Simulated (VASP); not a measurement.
# Ge (Fd-3m) in VASP: single point with PBE

Aim: the single point of Ge with PBE.

All numbers are computed with VASP 6.6.1; they aren't measurements. Logs are shortened: lines on timing, memory, paths and dates and some standing lists are left out, and cuts for length are marked.

### Step 1. The cell of the first run

It takes space group Fd-3m (No. 227, cubic). Conventional cell: a = 5.761 Å, b = 5.761 Å, c = 5.761 Å, α = 90.00°, β = 90.00°, γ = 90.00°. Ge (site symmetry -43m) has 4 Ge at 2.49 Å within 3.3 Å.

### Step 2. Single point, PBE, non-collinear spin, zero start, spin-orbit coupling

Contents of INCAR:

```
SYSTEM = Ge
PREC     = Accurate       ! precision mode
ENCUT    = 520            ! plane-wave cutoff, eV
EDIFF    = 1E-6           ! SCF threshold, eV
ISMEAR   = -1             ! smearing method
SIGMA    = 0.05           ! smearing width, eV
LREAL    = .False.        ! projectors in reciprocal space
LASPH    = .True.         ! aspherical terms in the spheres
NELM     = 150            ! most SCF steps
ALGO     = Normal         ! electronic algorithm
ISIF     = 2              ! what is computed and relaxed
LWAVE    = .False.        ! write WAVECAR
LCHARG   = .False.        ! write CHGCAR
MAGMOM   = 0 0 0 0 0 0    ! initial moments
LORBIT   = 11             ! projections on sites
LSORBIT  = .True.         ! spin-orbit coupling
GGA_COMPAT= .False.      
LORBMOM  = .True.       
GGA      = PE             ! functional
NBANDS   = 40             ! bands
```

Contents of KPOINTS:

```
regular mesh
0
Gamma
  12 12 12
  0 0 0
```

Contents of POSCAR:

```
Ge
1.0
    0.0000000000      2.8806932689      2.8806932689
    2.8806932689      0.0000000000      2.8806932689
    2.8806932689      2.8806932689      0.0000000000
Ge
2
Direct
   -0.1250000000     -0.1250000000     -0.1250000000
    0.1250000000      0.1250000000      0.1250000000
```

Potentials or basis: VASP PAW PBE potentials, release 64 (Ge_d).

On the command line:

```console
$ cat potpaw_PBE.64/Ge_d/POTCAR > POTCAR
$ mpirun -np 1 vasp_ncl > vasp.out
```

OUTCAR:

```text
SYSTEM = Ge
   PREC = Accurate
   ENCUT = 520
   EDIFF = 1E-6
   ISMEAR = -1
   LREAL = .False.
   LASPH = .True.
   NELM = 150
   ISIF = 2
   LORBIT = 11
   LSORBIT = .True.
   GGA = PE

 ion  position               nearest neighbor table
   1  0.875  0.875  0.875-   2 2.49   2 2.49   2 2.49   2 2.49
   2  0.125  0.125  0.125-   1 2.49   1 2.49   1 2.49   1 2.49

  LATTYP: Found a face centered cubic cell.
 ALAT       =     5.7613865378

  Lattice vectors:

 A1 = (   0.0000000000,   2.8806932689,   2.8806932689)
 A2 = (   2.8806932689,   0.0000000000,   2.8806932689)
 A3 = (   2.8806932689,   2.8806932689,   0.0000000000)

Analysis of symmetry for initial positions (statically):
=====================================================================
 Subroutine PRICEL returns:
 Original cell was already a primitive cell.

 Routine SETGRP: Setting up the symmetry group for a
 face centered cubic supercell.

 Subroutine GETGRP returns: Found 48 space group operations
 (whereof 12 operations were pure point group operations)
 out of a pool of 48 trial point group operations.

The static configuration has the point symmetry D_3d.
 The point group associated with its full space group is O_h .

Analysis of symmetry for dynamics (positions and initial velocities):
=====================================================================
 Subroutine PRICEL returns:
 Original cell was already a primitive cell.

 Routine SETGRP: Setting up the symmetry group for a
 face centered cubic supercell.

 Subroutine GETGRP returns: Found 48 space group operations
 (whereof 12 operations were pure point group operations)
 out of a pool of 48 trial point group operations.

The dynamic configuration has the point symmetry D_3d.
 The point group associated with its full space group is O_h .

Analysis of structural, dynamic, and magnetic symmetry:
=====================================================================
 Subroutine PRICEL returns:
 Original cell was already a primitive cell.

 Routine SETGRP: Setting up the symmetry group for a
 face centered cubic supercell.

 Subroutine GETGRP returns: Found 48 space group operations
 (whereof 12 operations were pure point group operations)
 out of a pool of 48 trial point group operations.

The overall configuration has the point symmetry D_3d.
 The point group associated with its full space group is O_h .

 Subroutine INISYM returns: Found 48 space group operations
 (whereof 12 operations are pure point group operations),
 and found     1 'primitive' translations

----------------------------------------------------------------------------------------

                                     Primitive cell

  volume of cell :      47.8103

  direct lattice vectors                    reciprocal lattice vectors
     0.000000000  2.880693269  2.880693269    -0.173569330  0.173569330  0.173569330
     2.880693269  0.000000000  2.880693269     0.173569330 -0.173569330  0.173569330
     2.880693269  2.880693269  0.000000000     0.173569330  0.173569330 -0.173569330

  length of vectors
     4.073915490  4.073915490  4.073915490     0.300630898  0.300630898  0.300630898

  position of ions in fractional coordinates (direct lattice)
     0.875000000  0.875000000  0.875000000
     0.125000000  0.125000000  0.125000000

  ion indices of the primitive-cell ions
   primitive index   ion index
                 1           1
                 2           2

----------------------------------------------------------------------------------------

 KPOINTS: regular mesh

Automatic generation of k-mesh.
 Grid dimensions read from file:
 generate k-points for:   12   12   12

 Generating k-lattice:

  Cartesian coordinates                     Fractional coordinates (reciprocal lattice)
[... 99 lines left out ...]

 number of electron      28.0000014 magnetization      -0.0000000      0.0000000     -0.0000000

 number of electron      28.0000014 magnetization       0.0000000     -0.0000000      0.0000000

 Free energy of the ion-electron system (eV)
  ---------------------------------------------------
  ext. energy  EPLUGINS =         0.00000000
  ---------------------------------------------------
  free energy    TOTEN  =        -9.05461954 eV

  energy without entropy =       -9.05378485  energy(sigma->0) =       -9.05420219

 E-fermi :   4.4784     XC(G=0):  -9.6693

 val. band max:        4.4133758262   @ k =   0.0833   0.0000   0.0000
 cond. band min:       4.4996655808   @ k =   0.5000   0.0000   0.0000
 fundamental gap:      0.0862897546
 Fermi energy:         4.4784339416

 k-point     1 :       0.0000    0.0000    0.0000
  band No.  band energies     occupation
      1     -20.5463      1.00000
      2     -20.5463      1.00000
      3     -20.5463      1.00000
      4     -20.5463      1.00000
      5     -20.4908      1.00000
      6     -20.4908      1.00000
[... 1021 lines left out ...]
     39      13.9734      0.00000
     40      13.9734      0.00000

 [... further k-points ...]

------------------------ aborting loop because EDIFF is reached ----------------------------------------

  FORCE on cell =-STRESS in cart. coord.  units (eV):
  Direction    XX          YY          ZZ          XY          YZ          ZX
  --------------------------------------------------------------------------------------
  -------------------------------------------------------------------------------------
  Total       -0.0051920     -0.0051920     -0.0051920     -0.0000000     -0.0000000      0.0000000
  in kB       -0.1739887     -0.1739887     -0.1739887     -0.0000000     -0.0000000      0.0000000
  external PRESSURE =      -0.1739887 kB  Pullay stress =       0.0000000 kB

 VOLUME and BASIS-vectors are now :
 -----------------------------------------------------------------------------
  energy-cutoff  :      520.00
  volume of cell :       47.81
      direct lattice vectors                 reciprocal lattice vectors
     0.000000000  2.880693269  2.880693269    -0.173569330  0.173569330  0.173569330
     2.880693269  0.000000000  2.880693269     0.173569330 -0.173569330  0.173569330
     2.880693269  2.880693269  0.000000000     0.173569330  0.173569330 -0.173569330

 POSITION                                       TOTAL-FORCE (eV/Angst)
 -----------------------------------------------------------------------------------
      5.04121      5.04121      5.04121        -0.000000      0.000000      0.000000
      0.72017      0.72017      0.72017         0.000000     -0.000000     -0.000000
 -----------------------------------------------------------------------------------
    total drift:                               -0.000000      0.000000      0.000000

  FREE ENERGIE OF THE ION-ELECTRON SYSTEM (eV)
  ---------------------------------------------------
  free  energy   TOTEN  =        -9.0546195352 eV

  energy  without entropy=       -9.0537848458  energy(sigma->0) =       -9.05420219

 orbital moment (x)

 # of ion     p       d       tot
 ----------------------------------------
  1        -0.000  -0.000  -0.000
  2        -0.000  -0.000  -0.000
 ----------------------------------------
           -0.000  -0.000  -0.000

 orbital moment (y)

 # of ion     p       d       tot
 ----------------------------------------
  1         0.000  -0.000   0.000
  2        -0.000   0.000  -0.000
 ----------------------------------------
           -0.000   0.000   0.000

 orbital moment (z)

 # of ion     p       d       tot
 ----------------------------------------
  1         0.000  -0.000  -0.000
  2         0.000  -0.000  -0.000
 ----------------------------------------
            0.000  -0.000  -0.000

 Spin-Orbit-Coupling matrix elements

 Ion:    1  E_soc:     -0.0183933
 l=   1
     0.0000000    -0.0021192    -0.0021192
    -0.0021192     0.0000000    -0.0021192
    -0.0021192    -0.0021192     0.0000000
 l=   2
     0.0000000    -0.0001887     0.0000000    -0.0001887    -0.0007577
    -0.0001887     0.0000000    -0.0005683    -0.0001887    -0.0001894
     0.0000000    -0.0005683     0.0000000    -0.0005683     0.0000000
    -0.0001887    -0.0001887    -0.0005683     0.0000000    -0.0001894
    -0.0007577    -0.0001894     0.0000000    -0.0001894     0.0000000
 l=   3
     0.0000000     0.0000000     0.0000000     0.0000000     0.0000000     0.0000000     0.0000000
     0.0000000     0.0000000     0.0000000     0.0000000     0.0000000     0.0000000     0.0000000
     0.0000000     0.0000000     0.0000000     0.0000000     0.0000000     0.0000000     0.0000000
     0.0000000     0.0000000     0.0000000     0.0000000     0.0000000     0.0000000     0.0000000
     0.0000000     0.0000000     0.0000000     0.0000000     0.0000000     0.0000000     0.0000000
     0.0000000     0.0000000     0.0000000     0.0000000     0.0000000     0.0000000     0.0000000
     0.0000000     0.0000000     0.0000000     0.0000000     0.0000000     0.0000000     0.0000000

 Ion:    2  E_soc:     -0.0183933
 l=   1
     0.0000000    -0.0021192    -0.0021192
    -0.0021192     0.0000000    -0.0021192
    -0.0021192    -0.0021192     0.0000000
 l=   2
     0.0000000    -0.0001887     0.0000000    -0.0001887    -0.0007577
    -0.0001887     0.0000000    -0.0005683    -0.0001887    -0.0001894
     0.0000000    -0.0005683     0.0000000    -0.0005683     0.0000000
    -0.0001887    -0.0001887    -0.0005683     0.0000000    -0.0001894
    -0.0007577    -0.0001894     0.0000000    -0.0001894     0.0000000
 l=   3
     0.0000000     0.0000000     0.0000000     0.0000000     0.0000000     0.0000000     0.0000000
     0.0000000     0.0000000     0.0000000     0.0000000     0.0000000     0.0000000     0.0000000
     0.0000000     0.0000000     0.0000000     0.0000000     0.0000000     0.0000000     0.0000000
     0.0000000     0.0000000     0.0000000     0.0000000     0.0000000     0.0000000     0.0000000
     0.0000000     0.0000000     0.0000000     0.0000000     0.0000000     0.0000000     0.0000000
     0.0000000     0.0000000     0.0000000     0.0000000     0.0000000     0.0000000     0.0000000
     0.0000000     0.0000000     0.0000000     0.0000000     0.0000000     0.0000000     0.0000000

 total charge

# of ion       s       p       d       tot
------------------------------------------
    1        1.137   1.208  10.016  12.360
    2        1.137   1.208  10.016  12.360
--------------------------------------------------
tot          2.273   2.416  20.031  24.720

 magnetization (x)

# of ion       s       p       d       tot
------------------------------------------
    1       -0.000  -0.000  -0.000  -0.000
    2       -0.000  -0.000   0.000  -0.000
--------------------------------------------------
tot         -0.000  -0.000  -0.000  -0.000

 magnetization (y)

# of ion       s       p       d       tot
------------------------------------------
    1        0.000   0.000   0.000   0.000
    2        0.000  -0.000   0.000  -0.000
--------------------------------------------------
tot          0.000   0.000   0.000   0.000

 magnetization (z)

# of ion       s       p       d       tot
------------------------------------------
    1        0.000   0.000   0.000   0.000
    2        0.000  -0.000   0.000  -0.000
--------------------------------------------------
tot          0.000   0.000   0.000   0.000
```

Run time: 1.9 min. Hardware: 1 thread of Intel Xeon 6975P-C (Granite Rapids), shared host; peak memory 0.38 GiB.

Results:

```
Free energy                                           : -9.0546 eV
Pressure                                              : 0.0 GPa
Net moment                                            : 0.00 μB per cell
Valence electrons inside the program's atomic spheres : Ge 12.36
```

Moments on the atoms (μB; x, y, z):
```
Ge  0.00 0.00 0.00
Ge  0.00 0.00 0.00
```
